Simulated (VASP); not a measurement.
A run of VASP 6.6.1 is set up as follows.

File INCAR:

```
PREC = Accurate
ENCUT = 520
EDIFF = 1E-6
ISMEAR = 0
SIGMA = 0.1
LREAL = False
LASPH = True
NELM = 100
ALGO = Fast
ISIF = 2
LWAVE = False
LCHARG = False
GGA = PE
IVDW = 12
NBANDS = 12
```

The input KPOINTS:

```
Automatic mesh
0
Gamma
  18 18 18
```

POSCAR

```
In
1.0
   -1.6095698535      1.6095698535      2.5097982833
    1.6095698535     -1.6095698535      2.5097982833
    1.6095698535      1.6095698535     -2.5097982833
In
1
Direct
    0.0000000000      0.0000000000      0.0000000000
```

Potentials or basis: VASP PAW PBE potentials, release 64 (In_d).

Run with:

```bash
$ cat potpaw_PBE.64/In_d/POTCAR > POTCAR
$ mpirun -np 1 vasp_std > vasp.out
```

Task: Predict the dispersion energy per atom.

Result: -0.340 eV.

Task: What does it give for the pressure?

Result: -0.1 GPa.

Caveat: pairwise dispersion overbinds metals, which lowers pressure and volume.
